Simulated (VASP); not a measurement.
A run of VASP 6.6.1:

Contents of INCAR:

```
SYSTEM = Ag
PREC     = Accurate       ! precision mode
ENCUT    = 400            ! plane-wave cutoff, eV
EDIFF    = 1E-8           ! SCF threshold, eV
ISMEAR   = -1             ! smearing method
SIGMA    = 0.05           ! smearing width, eV
LREAL    = .False.        ! projectors in reciprocal space
LASPH    = .True.         ! aspherical terms in the spheres
NELM     = 120            ! most SCF steps
ALGO     = Normal         ! electronic algorithm
ISIF     = 2              ! what is computed and relaxed
LWAVE    = .False.        ! write WAVECAR
LCHARG   = .False.        ! write CHGCAR
GGA      = CA             ! functional
LEFG     = .True.       
NBANDS   = 12             ! bands
GGA_COMPAT= .False.
```

The input KPOINTS:

```
regular mesh
0
Gamma
  15 15 15
  0 0 0
```

File POSCAR:

```
Ag
1.0
    0.0000000000      2.0635310000      2.0431000000
    2.0635310000      0.0000000000      2.0431000000
    2.0635310000      2.0635310000      0.0000000000
Ag
1
Direct
    0.0000000000      0.0000000000      0.0000000000
```

Potentials or basis: VASP PAW LDA potentials, release 64 (Ag).

Command:

```bash
$ cat potpaw_LDA.64/Ag/POTCAR > POTCAR
$ mpirun -np 1 vasp_std > vasp.out
```

Hardware: 1 thread of Intel Xeon 8259CL (shared host).

Task: How long does it take, and how much memory?

Result: Run time: 57 s on 1 thread of Intel Xeon 8259CL, on a shared host, peak memory 0.12 GiB. Counts: scf iterations 12, k points 288.
